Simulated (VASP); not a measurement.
# Ge (Imma) in VASP: notebook

Ge is run at these levels: PBE; tasks: single point.

All numbers are computed with VASP 6.6.1; they aren't measurements. Logs are shortened: lines on timing, memory, paths and dates and some standing lists are left out, and cuts for length are marked.

## Step 1: The cell of the first run

It takes space group Imma (No. 74, orthorhombic). The conventional cell has a = 4.992 Å, b = 5.302 Å, c = 2.874 Å, α = 90.00°, β = 90.00°, γ = 90.00°. Within 3.5 Å of Ge (site symmetry mm2) lie 8 Ge at 2.68 to 3.08 Å.

## Step 2: Single point, PBE

Contents of INCAR:

```
SYSTEM = Ge
  ALGO = Normal
  EDIFF = 1E-6
  ENCUT = 500
  GGA = PE
  GGA_COMPAT = .False.
  ISIF = 2
  ISMEAR = 0
  LASPH = .True.
  LCHARG = .False.
  LREAL = .False.
  LWAVE = .False.
  NBANDS = 21
  NELM = 120
  PREC = Accurate
  SIGMA = 0.028999999999999998
```

Contents of KPOINTS:

```
k-points
0
Gamma
  11 11 11
  0 0 0
```

Contents of POSCAR:

```
Ge
1.0
   -2.4958980000      2.6508630000      1.4369470000
    2.4958980000     -2.6508630000      1.4369470000
    2.4958980000      2.6508630000     -1.4369470000
Ge
2
Direct
    0.3140570000      0.0640570000      0.2500000000
    0.6859430000      0.9359430000      0.7500000000
```

Potentials or basis: VASP PAW PBE potentials, release 64 (Ge_d).

Command:

```
$ cat potpaw_PBE.64/Ge_d/POTCAR > POTCAR
$ mpirun -np 1 vasp_std > vasp.out
```

OUTCAR:

```text
SYSTEM = Ge
   EDIFF = 1E-6
   ENCUT = 500
   GGA = PE
   ISIF = 2
   ISMEAR = 0
   LASPH = .True.
   LREAL = .False.
   NELM = 120
   PREC = Accurate

 ion  position               nearest neighbor table
   1  0.314  0.064  0.250-   2 2.68   2 2.68   2 2.72   2 2.72
   2  0.686  0.936  0.750-   1 2.68   1 2.68   1 2.72   1 2.72

  LATTYP: Found a body centered orthorhombic cell.
 ALAT       =     2.8738940000
 B/A-ratio  =     1.7369450648
 C/A-ratio  =     1.8447882907

  Lattice vectors:

 A1 = (   2.4958980000,  -2.6508630000,   1.4369470000)
 A2 = (  -2.4958980000,  -2.6508630000,  -1.4369470000)
 A3 = (   2.4958980000,   2.6508630000,  -1.4369470000)

Analysis of symmetry for initial positions (statically):
=====================================================================
 Subroutine PRICEL returns:
 Original cell was already a primitive cell.

 Routine SETGRP: Setting up the symmetry group for a
 body centered orthorhombic supercell.

 Subroutine GETGRP returns: Found  8 space group operations
 (whereof  4 operations were pure point group operations)
 out of a pool of  8 trial point group operations.

The static configuration has the point symmetry C_2h.
 The point group associated with its full space group is D_2h.

Analysis of symmetry for dynamics (positions and initial velocities):
=====================================================================
 Subroutine PRICEL returns:
 Original cell was already a primitive cell.

 Routine SETGRP: Setting up the symmetry group for a
 body centered orthorhombic supercell.

 Subroutine GETGRP returns: Found  8 space group operations
 (whereof  4 operations were pure point group operations)
 out of a pool of  8 trial point group operations.

The dynamic configuration has the point symmetry C_2h.
 The point group associated with its full space group is D_2h.

 Subroutine INISYM returns: Found  8 space group operations
 (whereof  4 operations are pure point group operations),
 and found     1 'primitive' translations

----------------------------------------------------------------------------------------

                                     Primitive cell

  volume of cell :      38.0290

  direct lattice vectors                    reciprocal lattice vectors
    -2.495898000  2.650863000  1.436947000     0.000000000  0.188617820  0.347959946
     2.495898000 -2.650863000  1.436947000     0.200328699  0.000000000  0.347959946
     2.495898000  2.650863000 -1.436947000     0.200328699  0.188617820  0.000000000

  length of vectors
     3.914255760  3.914255760  3.914255760     0.395793893  0.401506801  0.275151358

  position of ions in fractional coordinates (direct lattice)
     0.314057000  0.064057000  0.250000000
     0.685943000  0.935943000  0.750000000

  ion indices of the primitive-cell ions
   primitive index   ion index
                 1           1
                 2           2

----------------------------------------------------------------------------------------

 KPOINTS: k-points

Automatic generation of k-mesh.
 Grid dimensions read from file:
 generate k-points for:   11   11   11

 Generating k-lattice:

  Cartesian coordinates                     Fractional coordinates (reciprocal lattice)
     0.000000000  0.017147075  0.031632722     0.090909091 -0.000000000  0.000000000
     0.018211700  0.000000000  0.031632722    -0.000000000  0.090909091  0.000000000
     0.018211700  0.017147075  0.000000000     0.000000000  0.000000000  0.090909091

  Length of vectors
     0.035981263  0.036500618  0.025013760

  Shift w.r.t. Gamma in fractional coordinates (k-lattice)
     0.000000000  0.000000000  0.000000000

 Subroutine IBZKPT returns following result:
 ===========================================

 Found    216 irreducible k-points:

 Following reciprocal coordinates:
            Coordinates               Weight
  0.000000  0.000000  0.000000      1.000000
  0.090909  0.000000 -0.000000      4.000000
  0.181818  0.000000 -0.000000      4.000000
  0.272727  0.000000 -0.000000      4.000000
  0.363636  0.000000 -0.000000      4.000000
  0.454545  0.000000 -0.000000      4.000000
[... 16 lines left out ...]
  0.454545  0.181818 -0.000000      8.000000
 -0.454545  0.181818  0.000000      8.000000
 [... further k-points ...]
   k-points           NKPTS =    216   k-points in BZ     NKDIM =    216   number of bands    NBANDS=     21
   number of dos      NEDOS =    301   number of ions     NIONS =      2
   total plane-waves  NPLWV =  27000
   dimension x,y,z NGX =    30 NGY =   30 NGZ =   30
   dimension x,y,z NGXF=    60 NGYF=   60 NGZF=   60
   ions per type =               2
   NGX,Y,Z   is equivalent  to a cutoff of  12.74, 12.74, 12.74 a.u.
   NGXF,Y,Z  is equivalent  to a cutoff of  25.48, 25.48, 25.48 a.u.
 SYSTEM =  Ge
   PREC   = accura    normal or accurate (medium, high low for compatibility)
   ISTART =      0    job   : 0-new  1-cont  2-samecut
   ICHARG =      2    charge: 1-file 2-atom 10-const
   ISPIN  =      1    spin polarized calculation?
   LNONCOLLINEAR =      F non collinear calculations
   LSORBIT =      F    spin-orbit coupling
   LASPH  =      T    aspherical Exc in radial PAW
   ENCUT  =  500.0 eV  36.75 Ry    6.06 a.u.   7.14  7.14  7.14*2*pi/ulx,y,z
   NELM   =    120;   NELMIN=  2; NELMDL= -5     # of ELM steps
   EDIFF  = 0.1E-05   stopping-criterion for ELM
   LREAL  =      F    real-space projection
   EDIFFG = 0.1E-04   stopping-criterion for IOM
   NSW    =      0    number of steps for IOM
   IBRION =     -1    ionic relax: 0-MD 1-quasi-New 2-CG
   NFREE  =      0    steps in history (QN), initial steepest desc. (CG)
   ISIF   =      2    stress and relaxation
   ISYM   =      2    0-nonsym 1-usesym 2-fastsym
   POTIM  = 0.5000    time-step for ionic-motion
   TEBEG  =    0.0;   TEEND  =   0.0 temperature during run
   PSTRESS=    0.0 pullay stress
   NELECT =      28.0000    total number of electrons
   NUPDOWN=      -1.0000    fix difference up-down
   EMIN   =  10.00;   EMAX   =-10.00  energy-range for DOS
   EFERMI =   0.00;   METHOD = LEGACY
   ISMEAR =     0;   SIGMA  =   0.03  broadening in eV -4-tet -1-fermi 0-gaus
   EFERMI_NEDOS =   21; number of points for ismear=-14 and -15
   IALGO  =     38    algorithm
   IMIX   =      4    mixing-type and parameters
     AMIX     =   0.40;   BMIX     =  1.00
     AMIX_MAG =   1.60;   BMIX_MAG =  1.00
  volume/ion in A,a.u.               =      19.01       128.32
  Fermi-wavevector in a.u.,A,eV,Ry     =   1.478277  2.793539 29.732860  2.185304
  Thomas-Fermi vector in A             =   2.592578
   LORBIT       =      0    0 simple, 1 ext, 2 COOP (PROOUT), +10 PAW based schemes
   GGA     = PE    functional components
   LHFCALC =     F    Hartree Fock is set to
   AEXX    =    0.0000 exact exchange contribution
   IVDW    =     0    specifies the selected vdW correction
   LEPSILON=     F    determine dielectric tensor
   LRPA    =     F    only Hartree local field effects (RPA)
 non-spin polarized calculation
 Gauss-broadening in eV      SIGMA  =   0.03
  energy-cutoff  :      500.00
  volume of cell :       38.03
 maximum number of plane-waves:       981
 NGX is ok and might be reduce to    30
   NGX = 15   NGY = 15   NGZ = 15

 number of electron      28.0000014 magnetization

 Free energy of the ion-electron system (eV)
  ---------------------------------------------------
  ext. energy  EPLUGINS =         0.00000000
  ---------------------------------------------------
  free energy    TOTEN  =        -8.55764240 eV

  energy without entropy =       -8.55717730  energy(sigma->0) =       -8.55740985

 E-fermi :   6.5559     XC(G=0): -11.1900

 val. band max:        6.5550523853   @ k =   0.4545   0.1818  -0.0000
 cond. band min:       6.5574208161   @ k =   0.4545   0.4545  -0.0000
 fundamental gap:      0.0023684308
 Fermi energy:         6.5559124692

 k-point     1 :       0.0000    0.0000    0.0000
  band No.  band energies     occupation
      1     -18.2237      2.00000
      2     -18.1481      2.00000
      3     -18.1458      2.00000
      4     -18.1416      2.00000
      5     -18.1094      2.00000
      6     -18.0730      2.00000
[... 13 lines left out ...]
     20      17.2445      0.00000
     21      19.1764      0.00000

 k-point     2 :       0.0909    0.0000   -0.0000
  band No.  band energies     occupation
      1     -18.2175      2.00000
      2     -18.1417      2.00000
      3     -18.1376      2.00000
      4     -18.1340      2.00000
      5     -18.1111      2.00000
      6     -18.0755      2.00000
[... 13 lines left out ...]
     20      17.4964      0.00000
     21      18.4990      0.00000

 k-point     3 :       0.1818    0.0000   -0.0000
  band No.  band energies     occupation
      1     -18.2004      2.00000
      2     -18.1269      2.00000
      3     -18.1220      2.00000
      4     -18.1146      2.00000
      5     -18.1064      2.00000
      6     -18.0797      2.00000
[... 13 lines left out ...]
     20      15.7125      0.00000
     21      18.6430      0.00000

 k-point     4 :       0.2727    0.0000   -0.0000
  band No.  band energies     occupation
      1     -18.1769      2.00000
      2     -18.1216      2.00000
      3     -18.1075      2.00000
      4     -18.1037      2.00000
      5     -18.0745      2.00000
      6     -18.0719      2.00000
[... 13 lines left out ...]
     20      14.5364      0.00000
     21      19.2465      0.00000

 k-point     5 :       0.3636    0.0000   -0.0000
  band No.  band energies     occupation
      1     -18.1524      2.00000
      2     -18.1216      2.00000
      3     -18.0974      2.00000
      4     -18.0925      2.00000
      5     -18.0764      2.00000
      6     -18.0757      2.00000
[... 13 lines left out ...]
     20      15.0712      0.00000
     21      20.3876      0.00000
[... 382 lines left out ...]
     20      16.5909      0.00000
     21      18.5572      0.00000

 k-point    22 :       0.3636    0.1818   -0.0000
  band No.  band energies     occupation
      1     -18.1576      2.00000
      2     -18.1305      2.00000
      3     -18.1152      2.00000
      4     -18.0834      2.00000
      5     -18.0785      2.00000
      6     -18.0538      2.00000
[... 13 lines left out ...]
     20      17.5634      0.00000
     21      18.7899      0.00000

 k-point    23 :       0.4545    0.1818   -0.0000
  band No.  band energies     occupation
      1     -18.1503      2.00000
      2     -18.1231      2.00000
      3     -18.1036      2.00000
      4     -18.0962      2.00000
      5     -18.0732      2.00000
      6     -18.0489      2.00000
[... 13 lines left out ...]
     20      17.3569      0.00000
     21      18.4923      0.00000

 k-point    24 :      -0.4545    0.1818    0.0000
  band No.  band energies     occupation
      1     -18.1528      2.00000
      2     -18.1185      2.00000
      3     -18.1088      2.00000
      4     -18.0922      2.00000
      5     -18.0845      2.00000
      6     -18.0509      2.00000
[... 13 lines left out ...]
     20      17.3665      0.00000
     21      17.5508      0.00000

 [... further k-points ...]

------------------------ aborting loop because EDIFF is reached ----------------------------------------

  FORCE on cell =-STRESS in cart. coord.  units (eV):
  Direction    XX          YY          ZZ          XY          YZ          ZX
  --------------------------------------------------------------------------------------
  -------------------------------------------------------------------------------------
  Total        0.5360033     -0.0815837      0.1878451      0.0000000      0.0000000      0.0000000
  in kB       22.5820394     -3.4371555      7.9139905      0.0000000      0.0000000      0.0000000
  external PRESSURE =       9.0196248 kB  Pullay stress =       0.0000000 kB

 VOLUME and BASIS-vectors are now :
 -----------------------------------------------------------------------------
  energy-cutoff  :      500.00
  volume of cell :       38.03
      direct lattice vectors                 reciprocal lattice vectors
    -2.495898000  2.650863000  1.436947000     0.000000000  0.188617820  0.347959946
     2.495898000 -2.650863000  1.436947000     0.200328699  0.000000000  0.347959946
     2.495898000  2.650863000 -1.436947000     0.200328699  0.188617820  0.000000000

 POSITION                                       TOTAL-FORCE (eV/Angst)
 -----------------------------------------------------------------------------------
      0.00000      1.32543      0.18409         0.000000      0.000000      0.062349
      2.49590      1.32543      1.25285        -0.000000     -0.000000     -0.062349
 -----------------------------------------------------------------------------------
    total drift:                               -0.000000     -0.000000      0.000000

  FREE ENERGIE OF THE ION-ELECTRON SYSTEM (eV)
  ---------------------------------------------------
  free  energy   TOTEN  =        -8.5576423966 eV

  energy  without entropy=       -8.5571773007  energy(sigma->0) =       -8.55740985
```

It took 2 min on 1 thread of Intel Xeon 6975P-C, shared host; peak memory 0.26 GiB.

What came out:

| Item | Value |
| --- | --- |
| Free energy | -8.5576 eV |
| Pressure | 0.9 GPa |
| Largest force | 0.062 eV/Å |
| Band gap on the k mesh | zero (band 14 reaches 8.62 eV, above the bottom of band 15 at 3.41 eV) |

Forces in eV/Å, atoms in the order of the input:
```
Ge   0.000  0.000  0.062
Ge   0.000  0.000 -0.062
```

Levels at points of the mesh, in eV from the Fermi level:
```tsv
k point	band 10	band 11	band 12	band 13	band 14	band 15	band 16	band 17	band 18	band 19
(0.00, 0.00, 0.00)	-24.47	-13.12	-3.84	-2.37	-1.93	3.45	6.93	7.15	7.87	8.21
```

[end of part 1 of 2]
